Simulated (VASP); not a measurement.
# Ru (Fd-3m) in VASP: notebook

Runs on Ru. Level: r2SCAN. Tasks: relaxation of cell and atoms.

All numbers are computed with VASP 6.6.1; they aren't measurements. Logs are shortened: lines on timing, memory, paths and dates and some standing lists are left out, and cuts for length are marked.

## (1) The cell of the first run

Symmetry: Fd-3m, No. 227, cubic system. The conventional cell has a = 5.210 Å, b = 5.210 Å, c = 5.210 Å, α = 90.00°, β = 90.00°, γ = 90.00°. Within 3.0 Å of Ru (site symmetry -43m) lie 4 Ru at 2.26 Å.

This isn't the form of Ru at room conditions, which is hcp.

## (2) Relaxation of cell and atoms, r2SCAN

POSCAR

```
Ru
1.0
    0.0000000000      2.6050000000      2.6050000000
    2.6050000000      0.0000000000      2.6050000000
    2.6050000000      2.6050000000      0.0000000000
Ru
2
Direct
    1.0000000000      1.0000000000      1.0000000000
    0.2500000000      0.2500000000      0.2500000000
```

INCAR.step1

```
SYSTEM = Ru
ALGO = Normal ; EDIFF = 1E-5
EDIFFG = -0.005 ; ENCUT = 550
GGA = PE ; GGA_COMPAT = .FALSE.
IBRION = 2 ; ISIF = 3
ISMEAR = 0 ; LASPH = .TRUE.
LCHARG = .FALSE. ; LREAL = .FALSE.
LWAVE = .TRUE. ; NELM = 120
NELMIN = 4 ; NSW = 100
PREC = Accurate ; SIGMA = 0.05
```

INCAR.step2

```
SYSTEM = Ru
ALGO = Normal ; EDIFF = 1E-7
EDIFFG = -0.01 ; ENCUT = 550
GGA_COMPAT = .FALSE. ; IBRION = 2
ISIF = 3 ; ISMEAR = 0
ISTART = 1 ; LASPH = .TRUE.
LCHARG = .FALSE. ; LMIXTAU = .TRUE.
LREAL = .FALSE. ; LWAVE = .FALSE.
METAGGA = R2SCAN ; NELM = 120
NELMIN = 4 ; NSW = 80
PREC = Accurate ; SIGMA = 0.05
```

KPOINTS

```
k-points
0
G
  9 9 9
  0 0 0
```

Potentials or basis: VASP PAW PBE potentials, release 64 (Ru_pv).

Command:

```console
$ cat potpaw_PBE.64/Ru_pv/POTCAR > POTCAR
$ cp INCAR.step1 INCAR
$ mpirun -np 1 vasp_std > vasp.out
$ cp INCAR.step2 INCAR
$ mpirun -np 1 vasp_std > vasp.out
```

OUTCAR:

```text
SYSTEM = Ru
   EDIFF = 1E-7
   EDIFFG = -0.01
   ENCUT = 550
   IBRION = 2
   ISIF = 3
   ISMEAR = 0
   ISTART = 1
   LASPH = .TRUE.
   LREAL = .FALSE.
   METAGGA = R2SCAN
   NELM = 120
   NELMIN = 4
   NSW = 80
   PREC = Accurate

 ion  position               nearest neighbor table
   1  0.000  0.000  0.000-   2 2.26   2 2.26   2 2.26   2 2.26
   2  0.250  0.250  0.250-   1 2.26   1 2.26   1 2.26   1 2.26

  LATTYP: Found a face centered cubic cell.
 ALAT       =     5.2100000000

  Lattice vectors:

 A1 = (   0.0000000000,   2.6050000000,   2.6050000000)
 A2 = (   2.6050000000,   0.0000000000,   2.6050000000)
 A3 = (   2.6050000000,   2.6050000000,   0.0000000000)

Analysis of symmetry for initial positions (statically):
=====================================================================
 Subroutine PRICEL returns:
 Original cell was already a primitive cell.

 Routine SETGRP: Setting up the symmetry group for a
 face centered cubic supercell.

 Subroutine GETGRP returns: Found 48 space group operations
 (whereof 24 operations were pure point group operations)
 out of a pool of 48 trial point group operations.

The static configuration has the point symmetry T_d .
 The point group associated with its full space group is O_h .

Analysis of symmetry for dynamics (positions and initial velocities):
=====================================================================
 Subroutine PRICEL returns:
 Original cell was already a primitive cell.

 Routine SETGRP: Setting up the symmetry group for a
 face centered cubic supercell.

 Subroutine GETGRP returns: Found 48 space group operations
 (whereof 24 operations were pure point group operations)
 out of a pool of 48 trial point group operations.

The dynamic configuration has the point symmetry T_d .
 The point group associated with its full space group is O_h .

 Subroutine INISYM returns: Found 48 space group operations
 (whereof 24 operations are pure point group operations),
 and found     1 'primitive' translations

----------------------------------------------------------------------------------------

                                     Primitive cell

  volume of cell :      35.3552

  direct lattice vectors                    reciprocal lattice vectors
     0.000000000  2.605000000  2.605000000    -0.191938580  0.191938580  0.191938580
     2.605000000  0.000000000  2.605000000     0.191938580 -0.191938580  0.191938580
     2.605000000  2.605000000  0.000000000     0.191938580  0.191938580 -0.191938580

  length of vectors
     3.684026330  3.684026330  3.684026330     0.332447372  0.332447372  0.332447372

  position of ions in fractional coordinates (direct lattice)
     0.000000000  0.000000000  0.000000000
     0.250000000  0.250000000  0.250000000

  ion indices of the primitive-cell ions
   primitive index   ion index
                 1           1
                 2           2

----------------------------------------------------------------------------------------

 KPOINTS: k-points

Automatic generation of k-mesh.
 Grid dimensions read from file:
 generate k-points for:    9    9    9

 Generating k-lattice:

  Cartesian coordinates                     Fractional coordinates (reciprocal lattice)
    -0.021326509  0.021326509  0.021326509     0.111111111  0.000000000  0.000000000
     0.021326509 -0.021326509  0.021326509     0.000000000  0.111111111  0.000000000
     0.021326509  0.021326509 -0.021326509     0.000000000  0.000000000  0.111111111

  Length of vectors
     0.036938597  0.036938597  0.036938597

  Shift w.r.t. Gamma in fractional coordinates (k-lattice)
     0.000000000  0.000000000  0.000000000

 Subroutine IBZKPT returns following result:
 ===========================================

 Found     35 irreducible k-points:

 Following reciprocal coordinates:
            Coordinates               Weight
  0.000000  0.000000  0.000000      1.000000
  0.111111  0.000000  0.000000      8.000000
  0.222222  0.000000  0.000000      8.000000
  0.333333  0.000000  0.000000      8.000000
  0.444444  0.000000  0.000000      8.000000
  0.111111  0.111111  0.000000      6.000000
[... 16 lines left out ...]
 -0.333333  0.333333  0.000000     12.000000
  0.444444  0.444444  0.000000      6.000000
 [... further k-points ...]
   k-points           NKPTS =     35   k-points in BZ     NKDIM =     35   number of bands    NBANDS=     18
   number of dos      NEDOS =    301   number of ions     NIONS =      2
   total plane-waves  NPLWV =  21952
   dimension x,y,z NGX =    28 NGY =   28 NGZ =   28
   dimension x,y,z NGXF=    56 NGYF=   56 NGZF=   56
   ions per type =               2
   NGX,Y,Z   is equivalent  to a cutoff of  12.64, 12.64, 12.64 a.u.
   NGXF,Y,Z  is equivalent  to a cutoff of  25.27, 25.27, 25.27 a.u.
 SYSTEM =  Ru
   PREC   = accura    normal or accurate (medium, high low for compatibility)
   ISTART =      1    job   : 0-new  1-cont  2-samecut
   ICHARG =      0    charge: 1-file 2-atom 10-const
   ISPIN  =      1    spin polarized calculation?
   LNONCOLLINEAR =      F non collinear calculations
   LSORBIT =      F    spin-orbit coupling
   LASPH  =      T    aspherical Exc in radial PAW
   ENCUT  =  550.0 eV  40.42 Ry    6.36 a.u.   7.04  7.04  7.04*2*pi/ulx,y,z
   NELM   =    120;   NELMIN=  4; NELMDL=  0     # of ELM steps
   EDIFF  = 0.1E-06   stopping-criterion for ELM
   LREAL  =      F    real-space projection
   EDIFFG = -.1E-01   stopping-criterion for IOM
   NSW    =     80    number of steps for IOM
   IBRION =      2    ionic relax: 0-MD 1-quasi-New 2-CG
   NFREE  =      1    steps in history (QN), initial steepest desc. (CG)
   ISIF   =      3    stress and relaxation
   ISYM   =      2    0-nonsym 1-usesym 2-fastsym
   POTIM  = 0.5000    time-step for ionic-motion
   TEBEG  =    0.0;   TEEND  =   0.0 temperature during run
   PSTRESS=    0.0 pullay stress
   NELECT =      28.0000    total number of electrons
   NUPDOWN=      -1.0000    fix difference up-down
   EMIN   =  10.00;   EMAX   =-10.00  energy-range for DOS
   EFERMI =   0.00;   METHOD = LEGACY
   ISMEAR =     0;   SIGMA  =   0.05  broadening in eV -4-tet -1-fermi 0-gaus
   EFERMI_NEDOS =   21; number of points for ismear=-14 and -15
   IALGO  =     38    algorithm
   IMIX   =      4    mixing-type and parameters
     AMIX     =   0.40;   BMIX     =  1.00
     AMIX_MAG =   1.60;   BMIX_MAG =  1.00
  volume/ion in A,a.u.               =      17.68       119.29
  Fermi-wavevector in a.u.,A,eV,Ry     =   1.514641  2.862257 31.213644  2.294138
  Thomas-Fermi vector in A             =   2.624272
   LORBIT       =      0    0 simple, 1 ext, 2 COOP (PROOUT), +10 PAW based schemes
   METAGGA = R2SCAN    functional components
   LHFCALC =     F    Hartree Fock is set to
   AEXX    =    0.0000 exact exchange contribution
   IVDW    =     0    specifies the selected vdW correction
   LEPSILON=     F    determine dielectric tensor
   LRPA    =     F    only Hartree local field effects (RPA)
 conjugate gradient relaxation of ions
 non-spin polarized calculation
 Gauss-broadening in eV      SIGMA  =   0.05
  energy-cutoff  :      550.00
  volume of cell :       35.36
 maximum number of plane-waves:      1049
   NGX = 15   NGY = 15   NGZ = 15

--------------------------------------- Ionic step        1  -------------------------------------------

 number of electron      27.9999999 magnetization

 Free energy of the ion-electron system (eV)
  ---------------------------------------------------
  ext. energy  EPLUGINS =         0.00000000
  ---------------------------------------------------
  free energy    TOTEN  =       -48.18382384 eV

  energy without entropy =      -48.18059901  energy(sigma->0) =      -48.18221143

------------------------ aborting loop because EDIFF is reached ----------------------------------------

  FORCE on cell =-STRESS in cart. coord.  units (eV):
  Direction    XX          YY          ZZ          XY          YZ          ZX
  --------------------------------------------------------------------------------------
  -------------------------------------------------------------------------------------
  Total        6.2612901      6.2612901      6.2612901     -0.0000000      0.0000000     -0.0000000
  in kB      283.7404355    283.7404355    283.7404355     -0.0000000      0.0000000     -0.0000000
  external PRESSURE =     283.7404355 kB  Pullay stress =       0.0000000 kB

 VOLUME and BASIS-vectors are now :
 -----------------------------------------------------------------------------
  energy-cutoff  :      550.00
  volume of cell :       35.36
      direct lattice vectors                 reciprocal lattice vectors
     0.000000000  2.605000000  2.605000000    -0.191938580  0.191938580  0.191938580
     2.605000000  0.000000000  2.605000000     0.191938580 -0.191938580  0.191938580
     2.605000000  2.605000000  0.000000000     0.191938580  0.191938580 -0.191938580
[... 109 lines left out ...]
 POSITION                                       TOTAL-FORCE (eV/Angst)
 -----------------------------------------------------------------------------------
      0.00000      0.00000      0.00000        -0.000000     -0.000000     -0.000000
      1.35651      1.35651      1.35651         0.000000      0.000000      0.000000
 -----------------------------------------------------------------------------------
    total drift:                                0.000000      0.000000      0.000000

  FREE ENERGIE OF THE ION-ELECTRON SYSTEM (eV)
  ---------------------------------------------------
  free  energy   TOTEN  =       -48.5379733210 eV

  energy  without entropy=      -48.5350421575  energy(sigma->0) =      -48.53650774

--------------------------------------- Ionic step        5  -------------------------------------------

 number of electron      27.9999986 magnetization

 Free energy of the ion-electron system (eV)
  ---------------------------------------------------
  ext. energy  EPLUGINS =         0.00000000
  ---------------------------------------------------
  free energy    TOTEN  =       -48.53810397 eV

  energy without entropy =      -48.53515943  energy(sigma->0) =      -48.53663170

 E-fermi :   7.2159     XC(G=0): -12.2203

 val. band max:        7.1882825879   @ k =   0.4444   0.2222   0.0000
 cond. band min:       7.2484808166   @ k =   0.4444   0.1111   0.0000
 fundamental gap:      0.0601982286
 Fermi energy:         7.2159224091

 k-point     1 :       0.0000    0.0000    0.0000
  band No.  band energies     occupation
      1     -37.4048      2.00000
      2     -37.4048      2.00000
      3     -37.4048      2.00000
      4     -36.4123      2.00000
      5     -36.4123      2.00000
      6     -36.4123      2.00000
[... 10 lines left out ...]
     17       9.1521      0.00000
     18      16.2075      0.00000
[... 463 lines left out ...]
 k-point    24 :       0.4444    0.4444    0.0000
  band No.  band energies     occupation
      1     -37.6163      2.00000
      2     -37.6163      2.00000
      3     -37.0041      2.00000
      4     -36.8331      2.00000
      5     -36.1870      2.00000
      6     -36.1870      2.00000
[... 10 lines left out ...]
     17      10.1091      0.00000
     18      11.8999      0.00000

 [... further k-points ...]

------------------------ aborting loop because EDIFF is reached ----------------------------------------

  FORCE on cell =-STRESS in cart. coord.  units (eV):
  Direction    XX          YY          ZZ          XY          YZ          ZX
  --------------------------------------------------------------------------------------
  -------------------------------------------------------------------------------------
  Total       -0.0001994     -0.0001994     -0.0001994      0.0000000      0.0000000      0.0000000
  in kB       -0.0080184     -0.0080184     -0.0080184      0.0000000      0.0000000      0.0000000
  external PRESSURE =      -0.0080184 kB  Pullay stress =       0.0000000 kB

 VOLUME and BASIS-vectors are now :
 -----------------------------------------------------------------------------
  energy-cutoff  :      550.00
  volume of cell :       39.84
      direct lattice vectors                 reciprocal lattice vectors
    -0.000000000  2.710854328  2.710854328    -0.184443699  0.184443699  0.184443699
     2.710854328  0.000000000  2.710854328     0.184443699 -0.184443699  0.184443699
     2.710854328  2.710854328 -0.000000000     0.184443699  0.184443699 -0.184443699

 POSITION                                       TOTAL-FORCE (eV/Angst)
 -----------------------------------------------------------------------------------
      0.00000      0.00000      0.00000         0.000000      0.000000      0.000000
      1.35543      1.35543      1.35543        -0.000000     -0.000000     -0.000000
 -----------------------------------------------------------------------------------
    total drift:                                0.000000      0.000000      0.000000

  FREE ENERGIE OF THE ION-ELECTRON SYSTEM (eV)
  ---------------------------------------------------
  free  energy   TOTEN  =       -48.5381039746 eV

  energy  without entropy=      -48.5351594331  energy(sigma->0) =      -48.53663170

 reached required accuracy - stopping structural energy minimisation
```

It took 7 min on 1 thread of AMD EPYC 9R45 (Zen 5), shared host; peak memory 0.15 GiB.

Results:

```
Free energy                           : -48.5381 eV
Relaxed volume                        : 19.92 Å³/atom
Relaxed cell                          : a = 3.834 Å, b = 3.834 Å, c = 3.834 Å, α = 60.00°, β = 60.00°, γ = 60.00°
Space group after relaxing (to 0.1 Å) : Fd-3m (No. 227)
Pressure after relaxing               : 0.0 GPa
Band gap on the k mesh                : zero (bands 14 and 15 overlap by 0.77 eV)
```

Final structure:
```
Ru
1.0
     0.00000    2.71085    2.71085
     2.71085    0.00000    2.71085
     2.71085    2.71085    0.00000
Ru
2
Cartesian
  0.0000 0.0000 0.0000
  1.3554 1.3554 1.3554
```

Caveat: the PAW data sets were made with another functional, which shifts forces and pressure a little.

## (3) Relaxation of cell and atoms, r2SCAN, target pressure 20 GPa, at which the enthalpy is minimised

POSCAR is that of step 2.

INCAR.step1

```
PREC     = Accurate       # precision mode
ENCUT    = 550            # plane-wave cutoff, eV
ISMEAR   = 0              # smearing method
SIGMA    = 0.05           # smearing width, eV
LREAL    = F              # projectors in reciprocal space
LASPH    = T              # aspherical terms in the spheres
NELM     = 120            # most SCF steps
GGA      = PE             # functional
ALGO     = Normal         # electronic algorithm
EDIFF    = 1E-5           # SCF threshold, eV
LWAVE    = T              # write WAVECAR
LCHARG   = F              # write CHGCAR
GGA_COMPAT= F            
IBRION   = 2              # ionic algorithm
ISIF     = 3              # what is computed and relaxed
EDIFFG   = -0.005         # ionic threshold
NELMIN   = 4            
NSW      = 100            # ionic steps
```

INCAR.step2

```
PREC     = Accurate       # precision mode
ENCUT    = 550            # plane-wave cutoff, eV
EDIFF    = 1E-7           # SCF threshold, eV
ISMEAR   = 0              # smearing method
SIGMA    = 0.05           # smearing width, eV
LREAL    = F              # projectors in reciprocal space
LASPH    = T              # aspherical terms in the spheres
NELM     = 120            # most SCF steps
ALGO     = Normal         # electronic algorithm
ISIF     = 3              # what is computed and relaxed
LWAVE    = F              # write WAVECAR
LCHARG   = F              # write CHGCAR
METAGGA  = R2SCAN         # meta-GGA
LMIXTAU  = T            
IBRION   = 2              # ionic algorithm
NSW      = 80             # ionic steps
EDIFFG   = -0.01          # ionic threshold
PSTRESS  = 200.0        
ISTART   = 1            
GGA_COMPAT= F            
NELMIN   = 4
```

KPOINTS

```
regular mesh
0
Gamma
  9 9 9
```

Potentials or basis: VASP PAW PBE potentials, release 64 (Ru_pv).

Command:

```console
$ cat potpaw_PBE.64/Ru_pv/POTCAR > POTCAR
$ cp INCAR.step1 INCAR
$ mpirun -np 1 vasp_std > vasp.out
$ cp INCAR.step2 INCAR
$ mpirun -np 1 vasp_std > vasp.out
```

It took 5.5 min on 1 thread of AMD EPYC 9R45 (Zen 5), shared host; peak memory 0.15 GiB.

It converged, with:

| Item | Value |
| --- | --- |
| Free energy | -48.3415 eV |
| Relaxed volume | 18.20 Å³/atom |
| Relaxed cell | a = 3.720 Å, b = 3.720 Å, c = 3.720 Å, α = 60.00°, β = 60.00°, γ = 60.00° |
| Space group after relaxing (to 0.1 Å) | Fd-3m (No. 227) |
| Energy change on relaxing (the run minimises the enthalpy) | -78.9 meV/atom |
| Ionic steps | 4 |
| Pressure after relaxing | 20.0 GPa |
| Band gap on the k mesh | zero (bands 14 and 15 overlap by 0.83 eV) |

Step by step:
```tsv
step	energy change (eV)	largest force (eV/Å)	pressure (GPa)	volume (Å³)
1	0.0000	0.0000	28.37	35.36
2	-0.3514	0.0000	-1.98	40.30
3	-0.1635	0.0000	19.64	36.45
4	-0.1577	0.0000	19.99	36.41
```

Final structure:
```yaml
crystal:
  lattice:
    - [0.00000, 2.63053, 2.63053]
    - [2.63053, 0.00000, 2.63053]
    - [2.63053, 2.63053, 0.00000]
  atoms:
    - { symbol: Ru, position: [0.00000, 0.00000, 0.00000] }
    - { symbol: Ru, position: [0.25000, 0.25000, 0.25000] }
```

Levels at points of the mesh, in eV from the Fermi level:
```tsv
k point	band 11	band 12	band 13	band 14	band 15	band 16	band 17	band 18
(0.00, 0.00, 0.00)	-3.80	-3.80	-0.52	-0.52	-0.52	2.26	2.26	9.03
```

Caveat: the cell is relaxed towards a set pressure, so the run minimises the enthalpy, not the energy; the PAW data sets were made with another functional, which shifts forces and pressure a little.
